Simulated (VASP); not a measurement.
# SnO (Pm-3m) in VASP: a series of runs

The runs below take SnO through single point, with r2SCAN.

Program: VASP 6.6.1. These are calculated values, not measurements. Logs are shortened: lines on timing, memory, paths and dates and some standing lists are left out, and cuts for length are marked.

## (1) The cell of the first run

It takes space group Pm-3m (No. 221, cubic). Conventional cell: a = 3.103 Å, b = 3.103 Å, c = 3.103 Å, α = 90.00°, β = 90.00°, γ = 90.00°. Within 3.5 Å of Sn (site symmetry m-3m) lie 8 O at 2.69 Å and 6 Sn at 3.10 Å. Within 3.5 Å of O (site symmetry m-3m) lie 8 Sn at 2.69 Å and 6 O at 3.10 Å.

## (2) Single point, r2SCAN

The input, POSCAR:

```
SnO
1.0
    3.1034067827      0.0000000000      0.0000000000
    0.0000000000      3.1034067827      0.0000000000
    0.0000000000      0.0000000000      3.1034067827
Sn O
1 1
Direct
    0.0000000000      0.0000000000      0.0000000000
    0.5000000000      0.5000000000      0.5000000000
```

The input, INCAR.step1:

```
PREC = Accurate
ENCUT = 520
ISMEAR = -1
SIGMA = 0.02
LREAL = False
LASPH = True
NELM = 100
NBANDS = 17
GGA = PE
ALGO = Normal
EDIFF = 1E-4
LWAVE = True
LCHARG = False
```

The input, INCAR.step2:

```
PREC = Accurate
ENCUT = 520
EDIFF = 1E-6
ISMEAR = -1
SIGMA = 0.02
LREAL = False
LASPH = True
NELM = 100
ALGO = Normal
ISIF = 2
LWAVE = False
LCHARG = True
METAGGA = R2SCAN
LMIXTAU = True
LELF = True
LVHAR = True
NBANDS = 17
ISTART = 1
```

The input, KPOINTS:

```
regular mesh
0
Gamma
  6 6 6
```

Potentials or basis: VASP PAW PBE potentials, release 64 (Sn_d, O).

Run with:

```console
cat potpaw_PBE.64/Sn_d/POTCAR potpaw_PBE.64/O/POTCAR > POTCAR
cp INCAR.step1 INCAR
mpirun -np 1 vasp_std > vasp.out
cp INCAR.step2 INCAR
mpirun -np 1 vasp_std > vasp.out
```

OUTCAR:

```text
PREC = Accurate
   ENCUT = 520
   EDIFF = 1E-6
   ISMEAR = -1
   LREAL = False
   LASPH = True
   NELM = 100
   ISIF = 2
   METAGGA = R2SCAN
   ISTART = 1

 ion  position               nearest neighbor table
   1  0.000  0.000  0.000-   2 2.69   2 2.69   2 2.69   2 2.69   2 2.69   2 2.69   2 2.69   2 2.69

   2  0.500  0.500  0.500-   1 2.69   1 2.69   1 2.69   1 2.69   1 2.69   1 2.69   1 2.69   1 2.69

  LATTYP: Found a simple cubic cell.
 ALAT       =     3.1034067827

  Lattice vectors:

 A1 = (   3.1034067827,   0.0000000000,   0.0000000000)
 A2 = (   0.0000000000,   3.1034067827,   0.0000000000)
 A3 = (   0.0000000000,   0.0000000000,   3.1034067827)

Analysis of symmetry for initial positions (statically):
=====================================================================
 Subroutine PRICEL returns:
 Original cell was already a primitive cell.

 Routine SETGRP: Setting up the symmetry group for a
 simple cubic supercell.

 Subroutine GETGRP returns: Found 48 space group operations
 (whereof 48 operations were pure point group operations)
 out of a pool of 48 trial point group operations.

The static configuration has the point symmetry O_h .

Analysis of symmetry for dynamics (positions and initial velocities):
=====================================================================
 Subroutine PRICEL returns:
 Original cell was already a primitive cell.

 Routine SETGRP: Setting up the symmetry group for a
 simple cubic supercell.

 Subroutine GETGRP returns: Found 48 space group operations
 (whereof 48 operations were pure point group operations)
 out of a pool of 48 trial point group operations.

The dynamic configuration has the point symmetry O_h .

 Subroutine INISYM returns: Found 48 space group operations
 (whereof 48 operations are pure point group operations),
 and found     1 'primitive' translations

----------------------------------------------------------------------------------------

                                     Primitive cell

  volume of cell :      29.8893

  direct lattice vectors                    reciprocal lattice vectors
     3.103406783  0.000000000  0.000000000     0.322226530  0.000000000  0.000000000
     0.000000000  3.103406783  0.000000000     0.000000000  0.322226530  0.000000000
     0.000000000  0.000000000  3.103406783     0.000000000  0.000000000  0.322226530

  length of vectors
[... 74 lines left out ...]
   LASPH  =      T    aspherical Exc in radial PAW
   ENCUT  =  520.0 eV  38.22 Ry    6.18 a.u.   5.77  5.77  5.77*2*pi/ulx,y,z
   NELM   =    100;   NELMIN=  2; NELMDL=  0     # of ELM steps
   EDIFF  = 0.1E-05   stopping-criterion for ELM
   LREAL  =      F    real-space projection
   EDIFFG = 0.1E-04   stopping-criterion for IOM
   NSW    =      0    number of steps for IOM
   IBRION =     -1    ionic relax: 0-MD 1-quasi-New 2-CG
   NFREE  =      0    steps in history (QN), initial steepest desc. (CG)
   ISIF   =      2    stress and relaxation
   ISYM   =      2    0-nonsym 1-usesym 2-fastsym
   POTIM  = 0.5000    time-step for ionic-motion
   TEBEG  =    0.0;   TEEND  =   0.0 temperature during run
   PSTRESS=    0.0 pullay stress
   NELECT =      20.0000    total number of electrons
   NUPDOWN=      -1.0000    fix difference up-down
   EMIN   =  10.00;   EMAX   =-10.00  energy-range for DOS
   EFERMI =   0.00;   METHOD = LEGACY
   ISMEAR =    -1;   SIGMA  =   0.02  broadening in eV -4-tet -1-fermi 0-gaus
   EFERMI_NEDOS =   21; number of points for ismear=-14 and -15
   IALGO  =     38    algorithm
   IMIX   =      4    mixing-type and parameters
     AMIX     =   0.40;   BMIX     =  1.00
     AMIX_MAG =   1.60;   BMIX_MAG =  1.00
  volume/ion in A,a.u.               =      14.94       100.85
  Fermi-wavevector in a.u.,A,eV,Ry     =   1.431900  2.705899 27.896550  2.050339
  Thomas-Fermi vector in A             =   2.551586
   LORBIT       =      0    0 simple, 1 ext, 2 COOP (PROOUT), +10 PAW based schemes
   METAGGA = R2SCAN    functional components
   LHFCALC =     F    Hartree Fock is set to
   AEXX    =    0.0000 exact exchange contribution
   IVDW    =     0    specifies the selected vdW correction
   LEPSILON=     F    determine dielectric tensor
   LRPA    =     F    only Hartree local field effects (RPA)
 non-spin polarized calculation
  energy-cutoff  :      520.00
  volume of cell :       29.89
 maximum number of plane-waves:       840
 NGX is ok and might be reduce to    24
   NGX = 11   NGY = 11   NGZ = 11

 number of electron      19.9999991 magnetization

 Free energy of the ion-electron system (eV)
  ---------------------------------------------------
  ext. energy  EPLUGINS =         0.00000000
  ---------------------------------------------------
  free energy    TOTEN  =       -31.58881511 eV

  energy without entropy =      -31.58881191  energy(sigma->0) =      -31.58881351

 E-fermi :   8.2761     XC(G=0): -12.1179

 val. band max:        8.0857326344   @ k =   0.5000   0.1667   0.0000
 cond. band min:       8.4388328673   @ k =   0.5000   0.5000   0.5000
 fundamental gap:      0.3531002329
 Fermi energy:         8.2761481695

 k-point     1 :       0.0000    0.0000    0.0000
  band No.  band energies     occupation
      1     -14.2121      2.00000
      2     -14.2121      2.00000
      3     -13.8215      2.00000
      4     -13.8215      2.00000
      5     -13.8215      2.00000
      6     -10.8766      2.00000
[... 377 lines left out ...]
      4     -13.7390      2.00000
      5     -13.7390      2.00000
      6      -9.5142      2.00000
[... 9 lines left out ...]
     16      21.7038      0.00000
     17      29.1106      0.00000

------------------------ aborting loop because EDIFF is reached ----------------------------------------

  FORCE on cell =-STRESS in cart. coord.  units (eV):
  Direction    XX          YY          ZZ          XY          YZ          ZX
  --------------------------------------------------------------------------------------
  -------------------------------------------------------------------------------------
  Total        0.0579927      0.0579927      0.0579927     -0.0000000     -0.0000000      0.0000000
  in kB        3.1086219      3.1086219      3.1086219     -0.0000000     -0.0000000      0.0000000
  external PRESSURE =       3.1086219 kB  Pullay stress =       0.0000000 kB

 VOLUME and BASIS-vectors are now :
 -----------------------------------------------------------------------------
  energy-cutoff  :      520.00
  volume of cell :       29.89
      direct lattice vectors                 reciprocal lattice vectors
     3.103406783  0.000000000  0.000000000     0.322226530  0.000000000  0.000000000
     0.000000000  3.103406783  0.000000000     0.000000000  0.322226530  0.000000000
     0.000000000  0.000000000  3.103406783     0.000000000  0.000000000  0.322226530

 POSITION                                       TOTAL-FORCE (eV/Angst)
 -----------------------------------------------------------------------------------
      0.00000      0.00000      0.00000         0.000000      0.000000      0.000000
      1.55170      1.55170      1.55170         0.000000      0.000000      0.000000
 -----------------------------------------------------------------------------------
    total drift:                                0.000000      0.000000     -0.000000

  FREE ENERGIE OF THE ION-ELECTRON SYSTEM (eV)
  ---------------------------------------------------
  free  energy   TOTEN  =       -31.5888151089 eV

  energy  without entropy=      -31.5888119068  energy(sigma->0) =      -31.58881351
```

OSZICAR.step1:

```text
N       E                     dE             d eps       ncg     rms          rms(c)
DAV:   1     0.141301962082E+03    0.14130E+03   -0.10096E+04   712   0.186E+03
DAV:   2     0.972109672741E+00   -0.14033E+03   -0.13375E+03   752   0.386E+02
DAV:   3    -0.114925691828E+02   -0.12465E+02   -0.12378E+02   754   0.103E+02
DAV:   4    -0.117285445367E+02   -0.23598E+00   -0.23588E+00   784   0.145E+01
DAV:   5    -0.117344320081E+02   -0.58875E-02   -0.58870E-02   885   0.224E+00    0.807E+00
DAV:   6    -0.101285218442E+02    0.16059E+01   -0.10978E+01   843   0.422E+01    0.498E+00
DAV:   7    -0.985552037124E+01    0.27300E+00   -0.16822E+00   869   0.776E+00    0.132E+00
DAV:   8    -0.982912229907E+01    0.26398E-01   -0.15496E-01   768   0.321E+00    0.235E-01
DAV:   9    -0.982867533742E+01    0.44696E-03   -0.42165E-03   853   0.644E-01    0.896E-02
DAV:  10    -0.982876716741E+01   -0.91830E-04   -0.53805E-04   844   0.334E-01
   1 F= -.98287672E+01 E0= -.98287229E+01  d E =-.884625E-04
```

It took 36 s on 1 thread of Intel Xeon Platinum 8259CL at 2.50GHz (Skylake/Cascade Lake), shared host; peak memory 0.15 GiB.

What came out:

| Property | Result |
| --- | --- |
| Free energy | -31.5888 eV |
| Pressure | 0.3 GPa |
| Band gap on the k mesh | 0.35 eV, indirect (least direct gap 1.02 eV) |

Levels at points of the mesh, in eV from the valence-band top:
| k point | band 8 | band 9 | band 10 | band 11 | band 12 | band 13 |
| --- | --- | --- | --- | --- | --- | --- |
| (0.00, 0.00, 0.00) | -2.50 | -2.50 | -2.50 | 8.86 | 8.86 | 8.86 |
| (0.50, 0.00, 0.00) | -1.73 | -1.73 | -0.65 | 0.76 | 7.88 | 7.88 |
| (0.50, 0.50, 0.00) | -5.50 | -4.54 | -1.59 | 3.98 | 3.98 | 9.61 |
| (0.50, 0.50, 0.50) | -3.31 | -3.31 | -0.90 | 0.35 | 0.35 | 0.35 |

Caveat: the PAW data sets were made with another functional, which shifts forces and pressure a little; spin-orbit coupling is left out, which moves the levels of the heavy elements. A k mesh can miss the band edges.

## (3) Single point, r2SCAN (volume changed by +3%)

The input, POSCAR:

```
SnO
1.0
    3.1341355810      0.0000000000      0.0000000000
    0.0000000000      3.1341355810      0.0000000000
    0.0000000000      0.0000000000      3.1341355810
Sn O
1 1
Direct
    0.0000000000      0.0000000000      0.0000000000
    0.5000000000      0.5000000000      0.5000000000
```

The input, INCAR.step1:

```
PREC = Accurate
ENCUT = 520
ISMEAR = -1
SIGMA = 0.02
LREAL = F
LASPH = T
NELM = 80
NBANDS = 17
GGA = PE
ALGO = Normal
EDIFF = 1E-4
LWAVE = T
LCHARG = F
```

The input, INCAR.step2:

```
PREC = Accurate
ENCUT = 520
EDIFF = 1E-6
ISMEAR = -1
SIGMA = 0.02
LREAL = F
LASPH = T
NELM = 80
ALGO = Normal
ISIF = 2
LWAVE = F
LCHARG = F
METAGGA = R2SCAN
LMIXTAU = T
NBANDS = 17
ISTART = 1
```

KPOINTS is that of step 2.

Potentials or basis: VASP PAW PBE potentials, release 64 (Sn_d, O).

Run with:

```console
cat potpaw_PBE.64/Sn_d/POTCAR potpaw_PBE.64/O/POTCAR > POTCAR
cp INCAR.step1 INCAR
mpirun -np 1 vasp_std > vasp.out
cp INCAR.step2 INCAR
mpirun -np 1 vasp_std > vasp.out
```

OUTCAR:

```text
PREC = Accurate
   ENCUT = 520
   EDIFF = 1E-6
   ISMEAR = -1
   LREAL = F
   LASPH = T
   NELM = 80
   ISIF = 2
   METAGGA = R2SCAN
   ISTART = 1

 ion  position               nearest neighbor table
   1  0.000  0.000  0.000-   2 2.71   2 2.71   2 2.71   2 2.71   2 2.71   2 2.71   2 2.71   2 2.71

   2  0.500  0.500  0.500-   1 2.71   1 2.71   1 2.71   1 2.71   1 2.71   1 2.71   1 2.71   1 2.71

  LATTYP: Found a simple cubic cell.
 ALAT       =     3.1341355810

  Lattice vectors:

[... 580 lines left out ...]
------------------------ aborting loop because EDIFF is reached ----------------------------------------

  FORCE on cell =-STRESS in cart. coord.  units (eV):
  Direction    XX          YY          ZZ          XY          YZ          ZX
  --------------------------------------------------------------------------------------
  -------------------------------------------------------------------------------------
  Total       -0.5414175     -0.5414175     -0.5414175      0.0000000      0.0000000     -0.0000000
  in kB      -28.1766635    -28.1766635    -28.1766635      0.0000000      0.0000000     -0.0000000
  external PRESSURE =     -28.1766635 kB  Pullay stress =       0.0000000 kB

 VOLUME and BASIS-vectors are now :
 -----------------------------------------------------------------------------
  energy-cutoff  :      520.00
  volume of cell :       30.79
      direct lattice vectors                 reciprocal lattice vectors
     3.134135581  0.000000000  0.000000000     0.319067243  0.000000000  0.000000000
     0.000000000  3.134135581  0.000000000     0.000000000  0.319067243  0.000000000
     0.000000000  0.000000000  3.134135581     0.000000000  0.000000000  0.319067243

 POSITION                                       TOTAL-FORCE (eV/Angst)
 -----------------------------------------------------------------------------------
      0.00000      0.00000      0.00000         0.000000      0.000000      0.000000
      1.56707      1.56707      1.56707         0.000000      0.000000      0.000000
 -----------------------------------------------------------------------------------
    total drift:                                0.000000      0.000000     -0.000000

  FREE ENERGIE OF THE ION-ELECTRON SYSTEM (eV)
  ---------------------------------------------------
  free  energy   TOTEN  =       -31.5827131722 eV

  energy  without entropy=      -31.5827127959  energy(sigma->0) =      -31.58271298
```

OSZICAR.step1:

```text
N       E                     dE             d eps       ncg     rms          rms(c)
DAV:   1     0.151938397671E+03    0.15194E+03   -0.10497E+04   715   0.178E+03
DAV:   2     0.158786647745E+01   -0.15035E+03   -0.14303E+03   768   0.417E+02
DAV:   3    -0.115265153441E+02   -0.13114E+02   -0.13024E+02   778   0.105E+02
DAV:   4    -0.117849122223E+02   -0.25840E+00   -0.25823E+00   771   0.154E+01
DAV:   5    -0.117909596676E+02   -0.60474E-02   -0.60470E-02   870   0.233E+00    0.814E+00
DAV:   6    -0.101726513021E+02    0.16183E+01   -0.11486E+01   822   0.418E+01    0.522E+00
DAV:   7    -0.986752823385E+01    0.30512E+00   -0.18953E+00   844   0.796E+00    0.134E+00
DAV:   8    -0.983935051064E+01    0.28178E-01   -0.17466E-01   776   0.333E+00    0.244E-01
DAV:   9    -0.983867076593E+01    0.67974E-03   -0.52234E-03   887   0.739E-01    0.919E-02
DAV:  10    -0.983879161273E+01   -0.12085E-03   -0.64101E-04   844   0.354E-01    0.440E-02
DAV:  11    -0.983876866329E+01    0.22949E-04   -0.31423E-04   770   0.231E-01
   1 F= -.98387687E+01 E0= -.98387620E+01  d E =-.133655E-04
```

Wall time 34 s (1 thread of Intel Xeon Platinum 8259CL at 2.50GHz (Skylake/Cascade Lake), shared host); peak memory 0.14 GiB.

What came out:

```yaml
Free_energy: -31.5827 eV
Pressure: -2.8 GPa
Band_gap_on_the_k_mesh: 0.45 eV, indirect (least direct gap 1.05 eV)
```

Levels at points of the mesh, in eV from the valence-band top:
| k point | band 6 | band 7 | band 8 | band 9 | band 10 | band 11 | band 12 | band 13 | band 14 | band 15 |
| --- | --- | --- | --- | --- | --- | --- | --- | --- | --- | --- |
| (0.00, 0.00, 0.00) | -18.69 | -7.35 | -2.32 | -2.32 | -2.32 | 8.66 | 8.66 | 8.66 | 8.86 | 8.86 |
| (0.50, 0.00, 0.00) | -18.06 | -8.70 | -1.58 | -1.58 | -0.60 | 0.73 | 7.75 | 7.75 | 11.90 | 12.14 |
| (0.50, 0.50, 0.00) | -17.50 | -5.22 | -5.22 | -4.52 | -1.44 | 3.93 | 3.93 | 9.53 | 10.47 | 15.95 |
| (0.50, 0.50, 0.50) | -17.43 | -3.10 | -3.10 | -3.10 | -1.08 | 0.45 | 0.45 | 0.45 | 13.43 | 13.43 |

Caveat: the PAW data sets were made with another functional, which shifts forces and pressure a little; spin-orbit coupling is left out, which moves the levels of the heavy elements. A k mesh can miss the band edges.
